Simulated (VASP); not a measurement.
# IrS: single point with r2SCAN+U

The system is IrS.

```
Ir S
1.0
     0.00000    2.46052    2.46052
     2.46052    0.00000    2.46052
     2.46052    2.46052    0.00000
Ir S
1 1
Cartesian
  2.4605 2.4605 2.4605
  0.0000 0.0000 0.0000
```

```yaml
Program: VASP 6.6.1
Task: single point
Functional: r2SCAN
Potentials_or_basis: VASP PAW PBE potentials, release 64 (Ir, S)
Cutoff: 520 eV
k_mesh: 12 × 12 × 12
Occupations: gaussian, width 0.05 eV
Spin: no spin polarisation
Hubbard_terms: Ir d U = 4.0 eV
```

The pressure is -0.2 GPa and the band gap on the k mesh is zero (an odd number of electrons rules out a gap without spin polarisation).

Levels at points of the mesh, in eV from the Fermi level:
```
           k point  band 4  band 5  band 6  band 7  band 8  band 9  band 10  band 11  band 12  band 13
(0.00, 0.00, 0.00)   -4.44   -2.68   -2.68   -2.31   -2.31   -2.31     3.55    11.43    12.57    12.57
(0.50, 0.00, 0.00)   -6.52   -2.55   -2.55   -1.78    3.94    4.65     4.65     7.13     7.13    11.49
(0.50, 0.50, 0.00)   -3.98   -3.98   -2.23   -2.23   -1.84    0.23     2.10    10.12    12.80    15.35
```

Eigenvalues of the final occupation matrices:
```csv
site,spin,trace,eigenvalues
site 1 d,1,3.83,0.52 0.52 0.93 0.93 0.93
site 1 d,2,3.83,0.52 0.52 0.93 0.93 0.93
```

It took 110 s on 1 thread of Intel(R) Xeon(R) Platinum 8488C (Sapphire Rapids), on a shared host, peak memory 0.19 GiB.

Caveat: the PAW data sets were made with another functional, which shifts forces and pressure a little; spin-orbit coupling is left out, which moves the levels of the heavy elements; U without spin polarisation on a metal has little footing.
